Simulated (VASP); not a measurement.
# Co (I4_1/amd) in VASP: relaxation of cell and atoms with PBE

Aim: the relaxation of cell and atoms of Co with PBE.

All numbers are computed with VASP 6.6.1; they aren't measurements. Logs are shortened: lines on timing, memory, paths and dates and some standing lists are left out, and cuts for length are marked.

## 1. The cell of the first run

The structure is tetragonal, space group I4_1/amd (No. 141). The conventional cell has a = 4.290 Å, b = 4.290 Å, c = 2.360 Å, α = 90.00°, β = 90.00°, γ = 90.00°. Co (site symmetry -4m2) has 10 Co at 2.22 to 2.78 Å within 2.9 Å.

## 2. Relaxation of cell and atoms, PBE, collinear spin, ferromagnetic start, target pressure 6.5 GPa, at which the enthalpy is minimised

The input, INCAR:

```
SYSTEM = Co
PREC     = Accurate       ! precision mode
ENCUT    = 600            ! plane-wave cutoff, eV
EDIFF    = 1E-6           ! SCF threshold, eV
ISMEAR   = -1             ! smearing method
SIGMA    = 0.1            ! smearing width, eV
LREAL    = .False.        ! projectors in reciprocal space
LASPH    = .True.         ! aspherical terms in the spheres
NELM     = 150            ! most SCF steps
ALGO     = Normal         ! electronic algorithm
ISIF     = 3              ! what is computed and relaxed
LWAVE    = .False.        ! write WAVECAR
LCHARG   = .False.        ! write CHGCAR
ISPIN    = 2              ! spin polarisation
MAGMOM   = 1.7 1.7        ! initial moments
LORBIT   = 11             ! projections on sites
LMAXMIX  = 4              ! l up to which the mixer works
GGA      = PE             ! functional
IBRION   = 2              ! ionic algorithm
NSW      = 60             ! ionic steps
EDIFFG   = -0.005         ! ionic threshold
PSTRESS  = 65.0         
KPAR     = 4
```

The input, KPOINTS:

```
regular mesh
0
Gamma
  18 18 18
  0 0 0
```

The input, POSCAR:

```
Co
1.0
   -2.1450221639      2.1450221639      1.1797621901
    2.1450221639     -2.1450221639      1.1797621901
    2.1450221639      2.1450221639     -1.1797621901
Co
2
Direct
   -0.3750000000     -0.1250000000     -0.2500000000
    0.3750000000      0.1250000000      0.2500000000
```

Potentials or basis: VASP PAW PBE potentials, release 64 (Co).

Command:

```sh
$ cat potpaw_PBE.64/Co/POTCAR > POTCAR
$ mpirun -np 4 vasp_std > vasp.out
```

OUTCAR:

```text
SYSTEM = Co
   PREC = Accurate
   ENCUT = 600
   EDIFF = 1E-6
   ISMEAR = -1
   LREAL = .False.
   LASPH = .True.
   NELM = 150
   ISIF = 3
   ISPIN = 2
   LORBIT = 11
   GGA = PE
   IBRION = 2
   NSW = 60
   EDIFFG = -0.005
   PSTRESS = 65.0

 ion  position               nearest neighbor table
   1  0.625  0.875  0.750-   2 2.22   2 2.22   2 2.22   2 2.22   2 2.78   2 2.78   2 2.78   2 2.78

   2  0.375  0.125  0.250-   1 2.22   1 2.22   1 2.22   1 2.22   1 2.78   1 2.78   1 2.78   1 2.78

  LATTYP: Found a body centered tetragonal cell.
 ALAT       =     4.2900443278
 C/A-ratio  =     0.5500000000

  Lattice vectors:

 A1 = (  -2.1450221639,   2.1450221639,   1.1797621901)
 A2 = (   2.1450221639,  -2.1450221639,   1.1797621901)
 A3 = (   2.1450221639,   2.1450221639,  -1.1797621901)

Analysis of symmetry for initial positions (statically):
=====================================================================
 Subroutine PRICEL returns:
 Original cell was already a primitive cell.

 Routine SETGRP: Setting up the symmetry group for a
 body centered tetragonal supercell.

 Subroutine GETGRP returns: Found 16 space group operations
 (whereof  4 operations were pure point group operations)
 out of a pool of 16 trial point group operations.

The static configuration has the point symmetry C_2h.
 The point group associated with its full space group is D_4h.

Analysis of symmetry for dynamics (positions and initial velocities):
=====================================================================
 Subroutine PRICEL returns:
 Original cell was already a primitive cell.

 Routine SETGRP: Setting up the symmetry group for a
 body centered tetragonal supercell.

 Subroutine GETGRP returns: Found 16 space group operations
 (whereof  4 operations were pure point group operations)
 out of a pool of 16 trial point group operations.

The dynamic configuration has the point symmetry C_2h.
 The point group associated with its full space group is D_4h.

Analysis of structural, dynamic, and magnetic symmetry:
=====================================================================
 Subroutine PRICEL returns:
 Original cell was already a primitive cell.

 Routine SETGRP: Setting up the symmetry group for a
 body centered tetragonal supercell.

 Subroutine GETGRP returns: Found 16 space group operations
 (whereof  4 operations were pure point group operations)
 out of a pool of 16 trial point group operations.

The overall configuration has the point symmetry C_2h.
 The point group associated with its full space group is D_4h.

 Subroutine INISYM returns: Found 16 space group operations
 (whereof  4 operations are pure point group operations),
 and found     1 'primitive' translations

----------------------------------------------------------------------------------------

                                     Primitive cell

  volume of cell :      21.7129

  direct lattice vectors                    reciprocal lattice vectors
    -2.145022164  2.145022164  1.179762190     0.000000000  0.233097825  0.423814226
     2.145022164 -2.145022164  1.179762190     0.233097825  0.000000000  0.423814226
     2.145022164  2.145022164 -1.179762190     0.233097825  0.233097825  0.000000000

  length of vectors
     3.254854681  3.254854681  3.254854681     0.483686980  0.483686980  0.329650105

  position of ions in fractional coordinates (direct lattice)
     0.625000000  0.875000000  0.750000000
     0.375000000  0.125000000  0.250000000

  ion indices of the primitive-cell ions
   primitive index   ion index
                 1           1
                 2           2

----------------------------------------------------------------------------------------

 KPOINTS: regular mesh

Automatic generation of k-mesh.
 Grid dimensions read from file:
 generate k-points for:   18   18   18

 Generating k-lattice:

  Cartesian coordinates                     Fractional coordinates (reciprocal lattice)
     0.000000000  0.012949879  0.023545235     0.055555556 -0.000000000  0.000000000
     0.012949879  0.000000000  0.023545235    -0.000000000  0.055555556  0.000000000
     0.012949879  0.012949879  0.000000000     0.000000000  0.000000000  0.055555556

  Length of vectors
     0.026871499  0.026871499  0.018313895

  Shift w.r.t. Gamma in fractional coordinates (k-lattice)
     0.000000000  0.000000000  0.000000000

 Subroutine IBZKPT returns following result:
 ===========================================

 Found    480 irreducible k-points:

 Following reciprocal coordinates:
            Coordinates               Weight
  0.000000  0.000000  0.000000      1.000000
  0.055556  0.000000 -0.000000      8.000000
  0.111111  0.000000 -0.000000      8.000000
  0.166667  0.000000 -0.000000      8.000000
  0.222222  0.000000 -0.000000      8.000000
  0.277778  0.000000  0.000000      8.000000
[... 16 lines left out ...]
 -0.277778  0.055556  0.000000     16.000000
 -0.222222  0.055556  0.000000     16.000000
 [... further k-points ...]
   k-points           NKPTS =    480   k-points in BZ     NKDIM =    480   number of bands    NBANDS=     15
   number of dos      NEDOS =    301   number of ions     NIONS =      2
   total plane-waves  NPLWV =  21952
   dimension x,y,z NGX =    28 NGY =   28 NGZ =   28
   dimension x,y,z NGXF=    56 NGYF=   56 NGZF=   56
   ions per type =               2
   NGX,Y,Z   is equivalent  to a cutoff of  14.30, 14.30, 14.30 a.u.
   NGXF,Y,Z  is equivalent  to a cutoff of  28.60, 28.60, 28.60 a.u.
 SYSTEM =  Co
   PREC   = accura    normal or accurate (medium, high low for compatibility)
   ISTART =      0    job   : 0-new  1-cont  2-samecut
   ICHARG =      2    charge: 1-file 2-atom 10-const
   ISPIN  =      2    spin polarized calculation?
   LNONCOLLINEAR =      F non collinear calculations
   LSORBIT =      F    spin-orbit coupling
   LASPH  =      T    aspherical Exc in radial PAW
   ENCUT  =  600.0 eV  44.10 Ry    6.64 a.u.   6.50  6.50  6.50*2*pi/ulx,y,z
   NELM   =    150;   NELMIN=  2; NELMDL= -5     # of ELM steps
   EDIFF  = 0.1E-05   stopping-criterion for ELM
   LREAL  =      F    real-space projection
   EDIFFG = -.5E-02   stopping-criterion for IOM
   NSW    =     60    number of steps for IOM
   IBRION =      2    ionic relax: 0-MD 1-quasi-New 2-CG
   NFREE  =      1    steps in history (QN), initial steepest desc. (CG)
   ISIF   =      3    stress and relaxation
   ISYM   =      2    0-nonsym 1-usesym 2-fastsym
   POTIM  = 0.5000    time-step for ionic-motion
   TEBEG  =    0.0;   TEEND  =   0.0 temperature during run
   PSTRESS=   65.0 pullay stress
   NELECT =      18.0000    total number of electrons
   NUPDOWN=      -1.0000    fix difference up-down
   EMIN   =  10.00;   EMAX   =-10.00  energy-range for DOS
   EFERMI =   0.00;   METHOD = LEGACY
   ISMEAR =    -1;   SIGMA  =   0.10  broadening in eV -4-tet -1-fermi 0-gaus
   EFERMI_NEDOS =   21; number of points for ismear=-14 and -15
   IALGO  =     38    algorithm
   IMIX   =      4    mixing-type and parameters
     AMIX     =   0.40;   BMIX     =  1.00
     AMIX_MAG =   1.60;   BMIX_MAG =  1.00
  volume/ion in A,a.u.               =      10.86        73.26
  Fermi-wavevector in a.u.,A,eV,Ry     =   1.537894  2.906198 32.179371  2.365117
  Thomas-Fermi vector in A             =   2.644339
   LORBIT       =     11    0 simple, 1 ext, 2 COOP (PROOUT), +10 PAW based schemes
   GGA     = PE    functional components
   LHFCALC =     F    Hartree Fock is set to
   AEXX    =    0.0000 exact exchange contribution
   IVDW    =     0    specifies the selected vdW correction
   LEPSILON=     F    determine dielectric tensor
   LRPA    =     F    only Hartree local field effects (RPA)
 conjugate gradient relaxation of ions
 spin polarized calculation
  energy-cutoff  :      600.00
  volume of cell :       21.71
 maximum number of plane-waves:       744
 NGX is ok and might be reduce to    28
   NGX = 13   NGY = 13   NGZ = 13

--------------------------------------- Ionic step        1  -------------------------------------------

 number of electron      18.0000010 magnetization       3.2960020

 Free energy of the ion-electron system (eV)
  ---------------------------------------------------
  ext. energy  EPLUGINS =         0.00000000
  ---------------------------------------------------
  free energy    TOTEN  =       -12.89261640 eV

  energy without entropy =      -12.79415435  energy(sigma->0) =      -12.84338538

 E-fermi :  10.5379     XC(G=0): -13.3363

 val. band max:       10.5375046520   @ k =  -0.1667   0.2222   0.0556
 cond. band min:      10.5390124867   @ k =  -0.3333   0.4444   0.1111
 fundamental gap:      0.0015078347
 Fermi energy:        10.5379436442

 spin component 1

 k-point     1 :       0.0000    0.0000    0.0000
  band No.  band energies     occupation
      1       1.3885      1.00000
      2       4.8548      1.00000
      3       6.1273      1.00000
      4       6.5541      1.00000
      5       6.9816      1.00000
      6       8.8263      1.00000
      7       8.8263      1.00000
      8       8.8705      1.00000
      9       8.8705      1.00000
     10       9.7868      0.99945
     11      10.7334      0.12403
     12      17.1099      0.00000
[... 962 lines left out ...]
  energy  without entropy=      -12.9386035364  energy(sigma->0) =      -12.98658886

  enthalpy is  TOTEN    =       -12.0879319356 eV   P V=        0.9466422381

[... ionic steps 4 to 10 ...]

--------------------------------------- Ionic step       11  -------------------------------------------

 number of electron      17.9999996 magnetization       3.4851490

------------------------ aborting loop because EDIFF is reached ----------------------------------------
[... 71 lines left out ...]
--------------------------------------- Ionic step       13  -------------------------------------------

 number of electron      17.9999996 magnetization       3.4845033

 Free energy of the ion-electron system (eV)
  ---------------------------------------------------
  ext. energy  EPLUGINS =         0.00000000
  ---------------------------------------------------
  free energy    TOTEN  =       -13.03622788 eV

  energy without entropy =      -12.94297493  energy(sigma->0) =      -12.98960141

 E-fermi :   9.5984     XC(G=0): -12.9387

 val. band max:        9.5975227134   @ k =   0.3333   0.2778   0.1111
 cond. band min:       9.5985275129   @ k =  -0.1111  -0.1111   0.0556
 fundamental gap:      0.0010047995
 Fermi energy:         9.5983947200

 spin component 1

 k-point     1 :       0.0000    0.0000    0.0000
  band No.  band energies     occupation
      1       0.8288      1.00000
      2       4.2932      1.00000
      3       5.3964      1.00000
      4       5.6450      1.00000
      5       6.0299      1.00000
      6       7.8844      1.00000
      7       7.8844      1.00000
      8       7.9162      1.00000
      9       7.9162      1.00000
     10       8.6129      0.99995
     11       9.5051      0.71762
     12      15.4611      0.00000
[... 886 lines left out ...]
  energy  without entropy=      -12.9429749330  energy(sigma->0) =      -12.98960141

  enthalpy is  TOTEN    =       -12.0925152513 eV   P V=        0.9437126267

 reached required accuracy - stopping structural energy minimisation

 total charge

# of ion       s       p       d       tot
------------------------------------------
    1        0.501   0.470   7.292   8.264
    2        0.501   0.470   7.292   8.264
--------------------------------------------------
tot          1.002   0.941  14.584  16.527

 magnetization (x)

# of ion       s       p       d       tot
------------------------------------------
    1       -0.003  -0.021   1.770   1.747
    2       -0.003  -0.021   1.770   1.747
--------------------------------------------------
tot         -0.005  -0.042   3.541   3.494
```

Run time: 18 min. Hardware: 4 MPI ranks of Oxide Virtual Turin-like, shared host; peak memory 0.38 GiB.

Results:

| Quantity | Value |
| --- | --- |
| Free energy | -13.0362 eV |
| Relaxed volume | 11.63 Å³/atom |
| Relaxed cell | a = 3.352 Å, b = 3.352 Å, c = 3.352 Å, α = 97.14°, β = 97.14°, γ = 138.72° |
| Space group after relaxing (to 0.1 Å) | I4_1/amd (No. 141) |
| Energy change on relaxing (the run minimises the enthalpy) | -71.8 meV/atom |
| Ionic steps | 13 |
| Pressure after relaxing | 6.5 GPa |
| Net moment | 3.48 μB per cell |
| Site moments | Co +1.75 μB |
| Valence electrons inside the program's atomic spheres | Co 8.26 |

Step by step:
| step | energy change (eV) | largest force (eV/Å) | pressure (GPa) | volume (Å³) |
| --- | --- | --- | --- | --- |
| 1 | 0.0000 | 0.0000 | 21.65 | 21.71 |
| 2 | -0.1397 | 0.0000 | -6.10 | 25.10 |
| 3 | -0.1420 | 0.0000 | 5.78 | 23.33 |
| 4 | -0.1406 | 0.0000 | 6.03 | 23.30 |
| 5 | -0.1430 | 0.0000 | 6.50 | 23.25 |
| 6 | -0.1427 | 0.0000 | 6.63 | 23.24 |
| 7 | -0.1427 | 0.0000 | 6.64 | 23.24 |
| 8 | -0.1439 | 0.0000 | 6.41 | 23.27 |
| 9 | -0.1434 | 0.0000 | 6.51 | 23.26 |
| 10 | -0.1434 | 0.0000 | 6.61 | 23.26 |
| 11 | -0.1442 | 0.0000 | 6.36 | 23.28 |
| 12 | -0.1437 | 0.0000 | 6.43 | 23.26 |
| 13 | -0.1436 | 0.0000 | 6.50 | 23.26 |

Final structure:
```yaml
crystal:
  lattice:
    - [-2.21838, 2.21838, 1.18169]
    - [2.21838, -2.21838, 1.18169]
    - [2.21838, 2.21838, -1.18169]
  atoms:
    - { symbol: Co, position: [0.62500, 0.87500, 0.75000] }
    - { symbol: Co, position: [0.37500, 0.12500, 0.25000] }
```

Caveat: the cell is relaxed towards a set pressure, so the run minimises the enthalpy, not the energy.
